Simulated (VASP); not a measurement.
# H3W12C13 in VASP: a series of runs

The runs below take H3W12C13 through single point, with PBE.

Everything below comes from runs of VASP 6.6.1. Logs are shortened: lines on timing, memory, paths and dates and some standing lists are left out, and cuts for length are marked.

## (1) The cell of the first run

The cell holds a slab with vacuum, 28 atoms: a = 5.811 Å, b = 5.811 Å, c = 19.100 Å, α = 90.00°, β = 90.00°, γ = 120.00°.

## (2) Single point, PBE

File INCAR:

```
SYSTEM = H3W12C13
  PREC = Accurate
  ENCUT = 520
  EDIFF = 1E-6
  ISMEAR = 0
  SIGMA = 0.05
  LREAL = Auto
  LASPH = .True.
  NELM = 80
  ALGO = Normal
  ISIF = 2
  LWAVE = .False.
  LCHARG = .True.
  GGA = PE
  LELF = .True.
  LVHAR = .True.
  NBANDS = 132
```

File KPOINTS:

```
regular mesh
0
Gamma
  3 3 1
  0 0 0
```

File POSCAR:

```
H3W12C13
1.0
    5.8108000000      0.0000000000      0.0000000000
   -2.9054000000      5.0323000000      0.0000000000
    0.0000000000      0.0000000000     19.1003750000
W C H
12 13 3
Direct
    0.0000000000      0.0000000000      0.0523549930
   -0.0055493857      0.0016702104      0.2018746229
   -0.0130334797     -0.0016376210      0.3566203281
    0.0000000000      0.5000000000      0.0523549930
   -0.0063406589      0.5012554895      0.2011218628
   -0.0190280148      0.4983417125      0.3510355163
    0.5000000000      0.0000000000      0.0523549930
    0.4957269120      0.0042117918      0.2011237999
    0.4878648422      0.0078292232      0.3528600878
    0.5000000000      0.5000000000      0.0523549930
    0.4953821405      0.5025062099      0.2010572044
    0.4785778220      0.5155851201      0.3481206521
    0.3333333665      0.1666667329      0.1267030098
    0.3198272073      0.1675194245      0.2741009535
    0.3574608281      0.2064556962      0.4189882136
    0.3333333665      0.6666667329      0.1267030098
    0.3208490955      0.6755104028      0.2717677533
    0.3143066416      0.6756147289      0.4115246428
    0.8333333665      0.1666667329      0.1267030098
    0.8249817819      0.1636959243      0.2749233981
    0.8378156130      0.1836325338      0.4159207345
    0.8333333665      0.6666667329      0.1267030098
    0.8240995341      0.6735043618      0.2740702211
    0.7704707366      0.6114357252      0.4220740169
    0.5549940214      0.4434123562      0.4566126581
    0.6958825263      0.1201212169      0.4545123852
    0.4813397504      0.5028722453      0.5013164401
    0.3188228999      0.6694235240      0.4688184394
```

Potentials or basis: VASP PAW PBE potentials, release 64 (W_sv, C, H).

Command:

```bash
$ cat potpaw_PBE.64/W_sv/POTCAR potpaw_PBE.64/C/POTCAR potpaw_PBE.64/H/POTCAR > POTCAR
$ mpirun -np 1 vasp_std > vasp.out
```

OUTCAR:

```text
SYSTEM = H3W12C13
   PREC = Accurate
   ENCUT = 520
   EDIFF = 1E-6
   ISMEAR = 0
   LREAL = Auto
   LASPH = .True.
   NELM = 80
   ISIF = 2
   GGA = PE

 ion  position               nearest neighbor table
   1  0.000  0.000  0.052-  22 2.20  19 2.20  13 2.20   2 2.86  10 2.91   4 2.91   4 2.91  10 2.91
                             7 2.91   7 2.91
   2  0.994  0.002  0.202-  14 2.14  23 2.15  20 2.17  19 2.18  22 2.21  13 2.23   1 2.86  11 2.90
                             5 2.91   8 2.91   8 2.91   5 2.91  11 2.91   3 2.96
   3  0.987  0.998  0.357-  21 2.03  15 2.22  20 2.27  23 2.27  14 2.30  24 2.32   9 2.88  12 2.89
                             6 2.89   6 2.92   9 2.93  12 2.94   2 2.96
   4  0.000  0.500  0.052-  19 2.20  22 2.20  16 2.20   5 2.84   7 2.91   1 2.91   1 2.91   7 2.91
                            10 2.91  10 2.91
   5  0.994  0.501  0.201-  17 2.13  22 2.17  19 2.20  20 2.21  23 2.21  16 2.22   4 2.84   6 2.86
                             8 2.89  11 2.90   2 2.91   2 2.91  11 2.91   8 2.92
   6  0.981  0.498  0.351-  21 2.01  18 2.04  24 2.14  20 2.23  23 2.23  17 2.28  12 2.84   9 2.86
                             5 2.86   3 2.89   3 2.92   9 2.95  12 2.97
   7  0.500  0.000  0.052-  16 2.20  13 2.20  19 2.20   8 2.84  10 2.91   4 2.91  10 2.91   4 2.91
                             1 2.91   1 2.91
   8  0.496  0.004  0.201-  17 2.14  13 2.17  20 2.18  14 2.20  16 2.22  19 2.22   7 2.84   5 2.89
                            11 2.90   9 2.90   2 2.91   2 2.91  11 2.91   5 2.92
   9  0.488  0.008  0.353-  18 2.01  15 2.09  21 2.13  14 2.23  20 2.26  17 2.28  12 2.84   6 2.86
                             3 2.88   8 2.90   3 2.93   6 2.95  12 2.98
  10  0.500  0.500  0.052-  13 2.20  16 2.20  22 2.20  11 2.84   1 2.91   7 2.91   7 2.91   1 2.91
                             4 2.91   4 2.91
  11  0.495  0.503  0.201-  23 2.16  16 2.17  14 2.19  13 2.21  17 2.21  22 2.22  12 2.81  10 2.84
                             8 2.90   5 2.90   2 2.90   2 2.91   5 2.91   8 2.91
  12  0.479  0.516  0.348-  18 2.03  24 2.06  15 2.07  17 2.16  25 2.20  23 2.24  14 2.25  11 2.81
                             9 2.84   6 2.84   3 2.89   3 2.94   6 2.97   9 2.98
  13  0.333  0.167  0.127-   8 2.17  10 2.20   7 2.20   1 2.20  11 2.21   2 2.23
  14  0.320  0.168  0.274-   2 2.14  11 2.19   8 2.20   9 2.23  12 2.25   3 2.30
  15  0.357  0.206  0.419-  25 1.47  12 2.07   9 2.09   3 2.22
  16  0.333  0.667  0.127-  11 2.17   7 2.20  10 2.20   4 2.20   8 2.22   5 2.22
  17  0.321  0.676  0.272-   5 2.13   8 2.14  12 2.16  11 2.21   9 2.28   6 2.28
  18  0.314  0.676  0.412-  28 1.10   9 2.01  12 2.03   6 2.04
  19  0.833  0.167  0.127-   2 2.18   4 2.20   1 2.20   7 2.20   5 2.20   8 2.22
  20  0.825  0.164  0.275-   2 2.17   8 2.18   5 2.21   6 2.23   9 2.26   3 2.27
  21  0.838  0.184  0.416-  26 1.03   6 2.01   3 2.03   9 2.13
  22  0.833  0.667  0.127-   5 2.17   1 2.20   4 2.20  10 2.20   2 2.21  11 2.22
  23  0.824  0.674  0.274-   2 2.15  11 2.16   5 2.21   6 2.23  12 2.24   3 2.27
  24  0.770  0.611  0.422-  25 1.32  12 2.06   6 2.14   3 2.32
  25  0.555  0.443  0.457-  27 1.09  24 1.32  15 1.47  12 2.20
  26  0.696  0.120  0.455-  21 1.03
  27  0.481  0.503  0.501-  25 1.09
  28  0.319  0.669  0.469-  18 1.10

  LATTYP: Found a hexagonal cell.
 ALAT       =     5.8108000000
 C/A-ratio  =     3.2870473945

  Lattice vectors:

 A1 = (   5.8108000000,   0.0000000000,   0.0000000000)
 A2 = (  -2.9054000000,   5.0323000000,   0.0000000000)
 A3 = (   0.0000000000,   0.0000000000,  19.1003750000)

Analysis of symmetry for initial positions (statically):
=====================================================================
 Subroutine PRICEL returns:
 Original cell was already a primitive cell.

 Routine SETGRP: Setting up the symmetry group for a
 hexagonal supercell.

 Subroutine GETGRP returns: Found  1 space group operations
 (whereof  1 operations were pure point group operations)
 out of a pool of 24 trial point group operations.

The static configuration has the point symmetry C_1 .

Analysis of symmetry for dynamics (positions and initial velocities):
=====================================================================
 Subroutine PRICEL returns:
 Original cell was already a primitive cell.

 Routine SETGRP: Setting up the symmetry group for a
 hexagonal supercell.

 Subroutine GETGRP returns: Found  1 space group operations
 (whereof  1 operations were pure point group operations)
 out of a pool of 24 trial point group operations.

The dynamic configuration has the point symmetry C_1 .

 Subroutine INISYM returns: Found  1 space group operations
 (whereof  1 operations are pure point group operations),
 and found     1 'primitive' translations

----------------------------------------------------------------------------------------

                                     Primitive cell

  volume of cell :     558.5272

  direct lattice vectors                    reciprocal lattice vectors
     5.810800000  0.000000000  0.000000000     0.172093343  0.099358146  0.000000000
    -2.905400000  5.032300000  0.000000000     0.000000000  0.198716293  0.000000000
     0.000000000  0.000000000 19.100375000     0.000000000  0.000000000  0.052354993

  length of vectors
     5.810800000  5.810799639 19.100375000     0.198716280  0.198716293  0.052354993

  position of ions in fractional coordinates (direct lattice)
     0.000000000  0.000000000  0.052354993
     0.994450614  0.001670210  0.201874623
     0.986966520  0.998362379  0.356620328
     0.000000000  0.500000000  0.052354993
     0.993659341  0.501255489  0.201121863
     0.980971985  0.498341713  0.351035516
[... 20 lines left out ...]
     0.481339750  0.502872245  0.501316440
     0.318822900  0.669423524  0.468818439

  ion indices of the primitive-cell ions
   primitive index   ion index
                 1           1
                 2           2
                 3           3
                 4           4
                 5           5
                 6           6
[... 20 lines left out ...]
                27          27
                28          28

----------------------------------------------------------------------------------------

 KPOINTS: regular mesh

Automatic generation of k-mesh.
 Grid dimensions read from file:
 generate k-points for:    3    3    1

 Generating k-lattice:

  Cartesian coordinates                     Fractional coordinates (reciprocal lattice)
     0.057364448  0.033119382  0.000000000     0.333333333  0.000000000  0.000000000
     0.000000000  0.066238764  0.000000000     0.000000000  0.333333333  0.000000000
     0.000000000  0.000000000  0.052354993     0.000000000  0.000000000  1.000000000

  Length of vectors
     0.066238760  0.066238764  0.052354993

  Shift w.r.t. Gamma in fractional coordinates (k-lattice)
     0.000000000  0.000000000  0.000000000

 Subroutine IBZKPT returns following result:
 ===========================================

 Found      5 irreducible k-points:

 Following reciprocal coordinates:
            Coordinates               Weight
  0.000000  0.000000  0.000000      1.000000
  0.333333  0.000000  0.000000      2.000000
  0.000000  0.333333  0.000000      2.000000
 -0.333333  0.333333  0.000000      2.000000
  0.333333  0.333333  0.000000      2.000000
   k-points           NKPTS =      5   k-points in BZ     NKDIM =      5   number of bands    NBANDS=    132
   number of dos      NEDOS =    301   number of ions     NIONS =     28
   total plane-waves  NPLWV = 331776
   dimension x,y,z NGX =    48 NGY =   48 NGZ =  144
   dimension x,y,z NGXF=    96 NGYF=   96 NGZF=  288
   ions per type =              12  13   3
   NGX,Y,Z   is equivalent  to a cutoff of  13.73, 13.73, 12.53 a.u.
   NGXF,Y,Z  is equivalent  to a cutoff of  27.47, 27.47, 25.07 a.u.
 SYSTEM =  H3W12C13
   PREC   = accura    normal or accurate (medium, high low for compatibility)
   ISTART =      0    job   : 0-new  1-cont  2-samecut
   ICHARG =      2    charge: 1-file 2-atom 10-const
   ISPIN  =      1    spin polarized calculation?
   LNONCOLLINEAR =      F non collinear calculations
   LSORBIT =      F    spin-orbit coupling
   LASPH  =      T    aspherical Exc in radial PAW
   ENCUT  =  520.0 eV  38.22 Ry    6.18 a.u.  10.80 10.80 35.51*2*pi/ulx,y,z
   NELM   =     80;   NELMIN=  2; NELMDL= -5     # of ELM steps
   EDIFF  = 0.1E-05   stopping-criterion for ELM
   LREAL  =      T    real-space projection
   EDIFFG = 0.1E-04   stopping-criterion for IOM
   NSW    =      0    number of steps for IOM
   IBRION =     -1    ionic relax: 0-MD 1-quasi-New 2-CG
   NFREE  =      0    steps in history (QN), initial steepest desc. (CG)
   ISIF   =      2    stress and relaxation
   ISYM   =      2    0-nonsym 1-usesym 2-fastsym
   POTIM  = 0.5000    time-step for ionic-motion
   TEBEG  =    0.0;   TEEND  =   0.0 temperature during run
   PSTRESS=    0.0 pullay stress
   NELECT =     223.0000    total number of electrons
   NUPDOWN=      -1.0000    fix difference up-down
   EMIN   =  10.00;   EMAX   =-10.00  energy-range for DOS
   EFERMI =   0.00;   METHOD = LEGACY
   ISMEAR =     0;   SIGMA  =   0.05  broadening in eV -4-tet -1-fermi 0-gaus
   EFERMI_NEDOS =   21; number of points for ismear=-14 and -15
   IALGO  =     38    algorithm
   IMIX   =      4    mixing-type and parameters
     AMIX     =   0.40;   BMIX     =  1.00
     AMIX_MAG =   1.60;   BMIX_MAG =  1.00
  volume/ion in A,a.u.               =      19.95       134.61
  Fermi-wavevector in a.u.,A,eV,Ry     =   1.205485  2.278036 19.771893  1.453193
  Thomas-Fermi vector in A             =   2.341180
   LORBIT       =      0    0 simple, 1 ext, 2 COOP (PROOUT), +10 PAW based schemes
   GGA     = PE    functional components
   LHFCALC =     F    Hartree Fock is set to
   AEXX    =    0.0000 exact exchange contribution
   IVDW    =     0    specifies the selected vdW correction
   LEPSILON=     F    determine dielectric tensor
   LRPA    =     F    only Hartree local field effects (RPA)
 non-spin polarized calculation
 Gauss-broadening in eV      SIGMA  =   0.05
  energy-cutoff  :      520.00
  volume of cell :      558.53
 maximum number of plane-waves:     15057
 NGX is ok and might be reduce to    48
   NGX = 21   NGY = 21   NGZ = 71

 number of electron     222.9999989 magnetization

 Free energy of the ion-electron system (eV)
  ---------------------------------------------------
  ext. energy  EPLUGINS =         0.00000000
  ---------------------------------------------------
  free energy    TOTEN  =      -274.71725798 eV

  energy without entropy =     -274.71348821  energy(sigma->0) =     -274.71537309

 E-fermi :   2.4254     XC(G=0):  -7.4948

 val. band max:        2.4226918269   @ k =   0.0000   0.0000   0.0000
 cond. band min:       2.5245672205   @ k =   0.0000   0.0000   0.0000
 fundamental gap:      0.1018753935
 Fermi energy:         2.4254221346

 k-point     1 :       0.0000    0.0000    0.0000
  band No.  band energies     occupation
      1     -71.5141      2.00000
      2     -71.4902      2.00000
      3     -71.4606      2.00000
      4     -71.4542      2.00000
      5     -71.4527      2.00000
      6     -71.4358      2.00000
[... 619 lines left out ...]
    122       4.5878      0.00000
    123       4.6569      0.00000
 [bands above 123 left out]

------------------------ aborting loop because EDIFF is reached ----------------------------------------

  FORCE on cell =-STRESS in cart. coord.  units (eV):
  Direction    XX          YY          ZZ          XY          YZ          ZX
  --------------------------------------------------------------------------------------
  -------------------------------------------------------------------------------------
  Total       11.6722364      6.4712258      3.8058641      0.6020444     -2.8789541      1.4427950
  in kB       33.4826876     18.5631978     10.9174074      1.7270095     -8.2584963      4.1387658
  external PRESSURE =      20.9877643 kB  Pullay stress =       0.0000000 kB

 VOLUME and BASIS-vectors are now :
 -----------------------------------------------------------------------------
  energy-cutoff  :      520.00
  volume of cell :      558.53
      direct lattice vectors                 reciprocal lattice vectors
     5.810800000  0.000000000  0.000000000     0.172093343  0.099358146  0.000000000
    -2.905400000  5.032300000  0.000000000     0.000000000  0.198716293  0.000000000
     0.000000000  0.000000000 19.100375000     0.000000000  0.000000000  0.052354993

 POSITION                                       TOTAL-FORCE (eV/Angst)
 -----------------------------------------------------------------------------------
      0.00000      0.00000      1.00000        -0.047112      0.031135      0.912752
      5.77370      0.00840      3.85588         0.124974     -0.123947      0.135821
      2.83442      5.02406      6.81158         0.619222      0.113643     -0.587278
     -1.45270      2.51615      1.00000        -0.076430     -0.023974      0.831732
      4.31761      2.52247      3.84150         0.008316      0.084541      0.195415
      4.25235      2.50780      6.70491        -0.084976      0.390540     -0.359221
[... 20 lines left out ...]
      1.33592      2.53060      9.57533         0.030555     -0.087989      0.613134
     -0.09233      3.36874      8.95461        -0.386801      0.283232     -0.182708
 -----------------------------------------------------------------------------------
    total drift:                                0.012548      0.004007      0.043418

  FREE ENERGIE OF THE ION-ELECTRON SYSTEM (eV)
  ---------------------------------------------------
  free  energy   TOTEN  =      -274.7172579757 eV

  energy  without entropy=     -274.7134882132  energy(sigma->0) =     -274.71537309
```

Run time: 19 min. Hardware: 1 thread of Intel Xeon Platinum 8559C (Emerald Rapids), shared host; peak memory 0.8 GiB.

What came out:

- Free energy: -274.7173 eV
- Largest force: 5.517 eV/Å
- Band gap on the k mesh: zero (an odd number of electrons rules out a gap without spin polarisation)

Forces on the atoms (eV/Å):
```
W   -0.047  0.031  0.913
W    0.125 -0.124  0.136
W    0.619  0.114 -0.587
W   -0.076 -0.024  0.832
W    0.008  0.085  0.195
W   -0.085  0.391 -0.359
W   -0.013  0.043  0.833
W    0.013 -0.158  0.207
W   -0.300  0.172 -0.873
W   -0.072  0.017  0.786
W   -0.155 -0.011  0.028
W    0.966 -1.004 -0.677
C   -0.306  0.050 -1.045
C    0.006  0.097  0.026
C   -0.012 -0.716 -0.025
C   -0.279  0.126 -0.966
C    0.243 -0.230 -0.171
C   -0.346 -0.260  1.099
C   -0.238  0.042 -1.054
C    0.082  0.116  0.135
C    1.385  0.545 -1.509
C   -0.227  0.119 -1.023
C    0.042 -0.016  0.019
C    3.513  3.696 -2.107
C   -3.043 -2.488  2.118
H   -1.445 -0.807  2.638
H    0.031 -0.088  0.613
H   -0.387  0.283 -0.183
```

Levels at points of the mesh, in eV from the Fermi level:
| k point | band 108 | band 109 | band 110 | band 111 | band 112 | band 113 | band 114 | band 115 | band 116 | band 117 |
| --- | --- | --- | --- | --- | --- | --- | --- | --- | --- | --- |
| (0.00, 0.00, 0.00) | 0.00 | 0.10 | 0.25 | 0.64 | 0.67 | 0.67 | 0.94 | 1.04 | 1.23 | 2.27 |

Caveat: the k points lie up to 0.42 Å⁻¹ apart, too coarse for converged energies and pressures of a metal; spin-orbit coupling is left out, which moves the levels of the heavy elements.

[end of part 1 of 3]
